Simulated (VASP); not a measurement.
Here is a VASP 6.6.1 calculation.

INCAR

```
SYSTEM = Si
PREC = Accurate
ENCUT = 520
EDIFF = 1E-6
ISMEAR = 0
SIGMA = 0.05
LREAL = .False.
LASPH = .True.
NELM = 100
ALGO = Normal
ISIF = 2
LWAVE = .False.
LCHARG = .False.
LDIPOL = .True.
IDIPOL = 3
DIPOL = 0.5 0.5 0.500
GGA = CA
IBRION = 2
NSW = 70
EDIFFG = -0.03
```

Contents of KPOINTS:

```
regular mesh
0
Gamma
  8 8 1
  0 0 0
```

File POSCAR:

```
Si
1.0
    3.8195065206      0.0000000000      0.0000000000
    0.0000000000      3.8195065206      0.0000000000
    0.0000000000      0.0000000000     18.0511984422
Si
4
Selective dynamics
Direct
    0.0000000000      0.5000000000      0.3877858870  F F F
    0.0000000000      0.0000000000      0.4625952957  F F F
    0.5000000000      0.0000000000      0.5374047043  T T T
    0.5000000000      0.5000000000      0.6122141130  T T T
```

Potentials or basis: VASP PAW LDA potentials, release 64 (Si).

Run with:

```console
$ cat potpaw_LDA.64/Si/POTCAR > POTCAR
$ mpirun -np 1 vasp_std > vasp.out
```

Task: Estimate the band gap on the k mesh.

Result: Zero (bands 8 and 9 overlap by 0.74 eV).

Task: What does it give for the energy gained by relaxing?

Result: 2.0 meV/atom.

Final structure:
```
Si
1.0
     3.81951    0.00000    0.00000
     0.00000    3.81951    0.00000
     0.00000    0.00000   18.05120
Si
4
Direct
  0.00000 0.50000 0.38779
  0.00000 0.00000 0.46260
  0.50000 0.00000 0.53959
  0.50000 0.50000 0.61250
```
